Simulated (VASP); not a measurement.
Write the native input for VASP 6.6.1 that does the following.

| Quantity | Value |
| --- | --- |
| Task | relaxation of cell and atoms |
| Functional | PBE |
| Potentials or basis | VASP PAW PBE potentials, release 64 (Cd, Cl) |
| Cutoff | 600 eV |
| k mesh | 3 × 3 × 3 |
| Occupations | gaussian, width 0.1 eV |
| Spin | no spin polarisation |
| Dipole correction | no |
| Further INCAR settings | ALGO = Normal; EDIFF = 1e-07; IBRION = 2; EDIFFG = -0.04; NSW = 90; ISIF = 3 |

The structure of Cd3Cl2 lies in POSCAR:

```
Cd3Cl2
1.0
    3.4154030139      1.9718838494      6.2165463784
   -3.4154030139      1.9718838494      6.2165463784
    0.0000000000     -3.9437676990      6.2165463784
Cd Cl
6 4
Direct
    0.0562500000      0.4437500000      0.7500000000
    0.7500000000      0.0562500000      0.4437500000
    0.4437500000      0.7500000000      0.0562500000
    0.9437500000      0.5562500000      0.2500000000
    0.2500000000      0.9437500000      0.5562500000
    0.5562500000      0.2500000000      0.9437500000
    0.8521800000      0.8521800000      0.8521800000
    0.6478200000      0.6478200000      0.6478200000
    0.1478200000      0.1478200000      0.1478200000
    0.3521800000      0.3521800000      0.3521800000
```

These files were run (other wordings do the same):

INCAR

```
SYSTEM = Cd3Cl2
ALGO = Normal ; EDIFF = 1E-7
EDIFFG = -0.04 ; ENCUT = 600
GGA = PE ; IBRION = 2
ISIF = 3 ; ISMEAR = 0
LASPH = .True. ; LCHARG = .False.
LREAL = .False. ; LWAVE = .False.
NELM = 100 ; NSW = 90
PREC = Accurate ; SIGMA = 0.1
```

KPOINTS

```
k-points
0
Gamma
  3 3 3
  0 0 0
```

Potentials or basis: VASP PAW PBE potentials, release 64 (Cd, Cl).

Command:

```sh
$ cat potpaw_PBE.64/Cd/POTCAR potpaw_PBE.64/Cl/POTCAR > POTCAR
$ mpirun -np 1 vasp_std > vasp.out
```

It gave:

```
Relaxed volume                        : 30.09 Å³/atom
Relaxed cell                          : a = 7.046 Å, b = 7.046 Å, c = 7.046 Å, α = 70.49°, β = 70.49°, γ = 70.49°
Space group after relaxing (to 0.1 Å) : R-3c (No. 167)
Energy gained by relaxing             : 227.0 meV/atom
Ionic steps                           : 19
Pressure after relaxing               : 0.0 GPa
Largest force after relaxing          : 0.035 eV/Å
Band gap on the k mesh                : zero (bands 50 and 51 overlap by 0.37 eV)
```

Caveat: the k points lie up to 0.33 Å⁻¹ apart in the final cell; the volume moved by over 15 % at a fixed basis, so the end points are rough.

It took 21 min on 1 thread of Intel(R) Xeon(R) 6975P-C (Granite Rapids), on a shared host, peak memory 0.58 GiB.
